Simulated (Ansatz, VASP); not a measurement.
Two plane-wave programs on IrRu5

```
CELL_PARAMETERS angstrom
2.72614 0.00000 0.00000
-1.36307 2.36091 0.00000
0.00000 0.00000 12.94399
ATOMIC_POSITIONS crystal
Ru 0.33333 0.66667 0.83003
Ru 0.33333 0.66667 0.16997
Ru 0.33333 0.66667 0.50000
Ru 0.66667 0.33333 0.33383
Ru 0.66667 0.33333 0.66617
Ir 0.66667 0.33333 0.00000
```

Alike in both runs: functional PBE; k mesh 18 × 18 × 4; occupations gaussian, width 0.1 eV; no spin polarisation.

Ansatz relaxed the structure, and its values are those at the end. VASP's run is a single point on that final structure, the one shown.

|  | VASP | Ansatz |
| --- | --- | --- |
| version | VASP 6.6.1 | Ansatz 0.2.0 |
| potentials or method | VASP PAW PBE potentials, release 64 (Ru_pv, Ir), cutoff 520 eV | scalar-relativistic, plane waves, PAW |
| valence electrons in the cell | 79 | 97 |

|  | VASP | Ansatz | Ansatz less VASP |
| --- | --- | --- | --- |
| gap on the k mesh at the Fermi level (eV) | none | none | - |
| pressure (GPa) | 0.0 | 0.0 | +0.01 |
| rms of the force components (eV/Å) | 0.006 | 0.001 | -0.0052 |

A gap of «none» marks a metal or a gap that the smearing closes. VASP's potentials hold 79 valence electrons a cell and Ansatz's 97, so a difference there can come from the potentials and not from the codes.

Spin-orbit coupling is off throughout.
